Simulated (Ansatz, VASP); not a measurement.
TaN: VASP beside Ansatz

INCAR

```
PREC     = Accurate       # precision mode
ENCUT    = 520            # plane-wave cutoff, eV
EDIFF    = 1E-6           # SCF threshold, eV
ISMEAR   = 0              # smearing method
SIGMA    = 0.15           # smearing width, eV
LREAL    = F              # projectors in reciprocal space
LASPH    = T              # aspherical terms in the spheres
NELM     = 60             # most SCF steps
ALGO     = Normal         # electronic algorithm
ISIF     = 2              # what is computed and relaxed
LWAVE    = F              # write WAVECAR
LCHARG   = T              # write CHGCAR
GGA      = PE             # functional
LELF     = T              # ELF
LVHAR    = T            
NBANDS   = 24             # bands
```

The input KPOINTS:

```
regular mesh
0
Gamma
  14 14 10
```

The input POSCAR:

```
TaN
1.0
    0.0000000000     -2.2081122572     -2.2081122572
    0.0000000000      2.2081122572     -2.2081122572
    4.4162245144      0.0000000000      0.0000000000
Ta N
2 2
Direct
    0.5364019952      0.4635980048     -0.0136772867
   -0.0364019952      0.0364019952      0.5136772867
    0.4594223529      0.5405776471      0.4690912453
    0.0405776471     -0.0405776471      0.0309087547
```

Input for Ansatz:

```yaml
crystal:
  lattice:
    - [0.0, -2.2081122572, -2.2081122572]
    - [0.0, 2.2081122572, -2.2081122572]
    - [4.4162245144, 0.0, 0.0]
  atoms:
    - { symbol: Ta, position: [0.5364019952, 0.4635980048, -0.0136772867] }
    - { symbol: Ta, position: [-0.0364019952, 0.0364019952, 0.5136772867] }
    - { symbol: "N", position: [0.4594223529, 0.5405776471, 0.4690912453] }
    - { symbol: "N", position: [0.0405776471, -0.0405776471, 0.0309087547] }
basis:
  ecutwfc: 520.0
kpoints:
  mp_grid: { grid: [14, 14, 10] }
hamiltonian:
  xc: pbe
  pseudopotentials: { kind: paw, azcp: { folder: soft_1 } }
scf:
  occupations: { method: gaussian, width: 0.15 }
output:
  forces: true
  stress: true
  eigenvalues: true
  write_density: true
  write_potential: true
  elf: true
  volumetric_format: npy
```

Change from the starting cell: mode 1 frozen in at -0.137 Å and mode 2 at -0.179 Å (largest displacements).

Alike in both runs: task single point; functional PBE; k mesh 14 × 14 × 10; occupations gaussian, width 0.15 eV; no spin polarisation.

|  | VASP | Ansatz |
| --- | --- | --- |
| version | VASP 6.6.1 | Ansatz 0.2.0 |
| potentials or method | VASP PAW PBE potentials, release 64 (Ta_pv, N), cutoff 520 eV | scalar-relativistic, plane waves, PAW |
| valence electrons in the cell | 32 | 36 |

Ansatz gave:

| Quantity | Value |
| --- | --- |
| gap on the k mesh at the Fermi level (eV) | none |
| pressure (GPa) | 0.7 |
| traceless stress, the component that is largest in VASP (GPa) | -7.10 |
| rms of the force components (eV/Å) | 0.543 |

What did VASP give for the same quantities?

gap on the k mesh at the Fermi level (eV): none; pressure (GPa): 1.7; traceless stress, the component that is largest in VASP (GPa): -7.19; rms of the force components (eV/Å): 0.547.

Atom by atom the forces differ by 0.013 eV/Å (rms over components). A gap of «none» marks a metal or a gap that the smearing closes. With one functional, cell and mesh, what is left measures potentials, basis and numerics. VASP's potentials hold 32 valence electrons a cell and Ansatz's 36, so a difference there can come from the potentials and not from the codes.

Neither program's run includes spin-orbit coupling.
